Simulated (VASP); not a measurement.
CO2: single point with PBE

CO2:

```
CELL_PARAMETERS angstrom
6.30619 0.00000 0.00000
0.00000 6.30619 0.00000
0.00000 0.00000 5.58981
ATOMIC_POSITIONS crystal
C 0.00000 0.00000 0.00000
C 0.50000 0.00000 0.50000
C 0.50000 0.50000 0.00000
C 0.00000 0.50000 0.50000
O 0.11148 0.11148 0.11148
O 0.38852 0.88852 0.61148
O 0.61148 0.38852 0.88852
O 0.88852 0.61148 0.38852
O 0.88852 0.88852 0.88852
O 0.61148 0.11148 0.38852
O 0.38852 0.61148 0.11148
O 0.11148 0.38852 0.61148
```

* Program: VASP 6.6.1
* Task: single point
* Functional: PBE
* Potentials or basis: VASP PAW PBE potentials, release 64 (C, O)
* Cutoff: 520 eV
* k mesh: 4 × 4 × 4
* Occupations: gaussian, width 0.05 eV
* Spin: no spin polarisation
* Dipole correction: no
* Further INCAR settings: ALGO = Normal; EDIFF = 1e-07; NBANDS = 44

The pressure is 0.4 GPa and the largest force is 0.248 eV/Å. The band gap on the k mesh is 6.51 eV.

Forces on the atoms (eV/Å):
```
C    0.000  0.000  0.000
C    0.000  0.000  0.000
C    0.000  0.000  0.000
C    0.000  0.000  0.000
O    0.149  0.134  0.146
O   -0.149 -0.134  0.146
O    0.149 -0.134 -0.146
O   -0.149  0.134 -0.146
O   -0.149 -0.134 -0.146
O    0.149  0.134 -0.146
O   -0.149  0.134  0.146
O    0.149 -0.134  0.146
```

Stress tensor (GPa, compression positive):
```
0.28 0.00 0.00
0.00 0.35 0.00
0.00 0.00 0.57
```

Levels at points of the mesh, in eV from the valence-band top:
```
           k point  band 29  band 30  band 31  band 32  band 33  band 34  band 35  band 36
(0.00, 0.00, 0.00)    -0.17    -0.16    -0.16     0.00     6.51     8.00     8.05     8.10
(0.50, 0.00, 0.00)    -0.24    -0.24    -0.09    -0.09     7.70     7.70     7.95     7.95
(0.00, 0.50, 0.00)    -0.24    -0.24    -0.11    -0.11     7.70     7.70     8.06     8.06
(0.50, 0.50, 0.00)    -0.24    -0.24    -0.24    -0.24     8.00     8.00     8.00     8.00
(0.00, 0.00, 0.50)    -0.22    -0.22    -0.15    -0.15     8.00     8.00     8.03     8.03
(0.50, 0.00, 0.50)    -0.20    -0.20    -0.20    -0.20     7.98     7.98     7.98     7.98
(0.00, 0.50, 0.50)    -0.19    -0.19    -0.19    -0.19     8.01     8.01     8.01     8.01
(0.50, 0.50, 0.50)    -0.19    -0.19    -0.19    -0.19     8.04     8.04     8.04     8.04
```

Wall time 6.6 min on 1 thread of Oxide Virtual Turin-like Processor (shared host), peak memory 0.36 GiB.

Caveat: this functional lacks dispersion, which holds the molecules together, so the pressure and a relaxed volume are unreliable. A k mesh can miss the band edges.
